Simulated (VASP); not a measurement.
Write the native input for VASP 6.6.1 that does the following.

* Task: single point
* Functional: LDA
* Potentials or basis: VASP PAW LDA potentials, release 64 (Si, C)
* Cutoff: 520 eV
* k mesh: 10 × 10 × 10
* Occupations: fermi-dirac, width 0.02 eV
* Spin: no spin polarisation
* Dipole correction: no
* Further INCAR settings: ALGO = Normal; EDIFF = 1e-06; NBANDS = 11

The structure of SiC lies in POSCAR:

```
SiC
1.0
    0.0000000000      2.1646624616      2.1646624616
    2.1646624616      0.0000000000      2.1646624616
    2.1646624616      2.1646624616      0.0000000000
Si C
1 1
Direct
    0.0000000000      0.0000000000      0.0000000000
    0.2500000000      0.2500000000      0.2500000000
```

One way to write it, as run:

INCAR

```
ALGO     = Normal         # electronic algorithm
EDIFF    = 1E-6           # SCF threshold, eV
ENCUT    = 520            # plane-wave cutoff, eV
ISIF     = 2              # what is computed and relaxed
ISMEAR   = -1             # smearing method
LASPH    = True           # aspherical terms in the spheres
LCHARG   = False          # write CHGCAR
LREAL    = False          # projectors in reciprocal space
LWAVE    = False          # write WAVECAR
NBANDS   = 11             # bands
NELM     = 60             # most SCF steps
PREC     = Accurate       # precision mode
SIGMA    = 0.02           # smearing width, eV
```

KPOINTS

```
k-points
0
Gamma
  10 10 10
```

Potentials or basis: VASP PAW LDA potentials, release 64 (Si, C).

Launch:

```console
$ cat potpaw_LDA.64/Si/POTCAR potpaw_LDA.64/C/POTCAR > POTCAR
$ mpirun -np 1 vasp_std > vasp.out
```

Results of the run:

```
Pressure               : 0.4 GPa
Band gap on the k mesh : 1.29 eV (least direct gap 4.52 eV)
```

It took 4.4 s on 1 thread of Intel(R) Xeon(R) Platinum 8559C (Emerald Rapids) (shared host), peak memory 0.12 GiB.
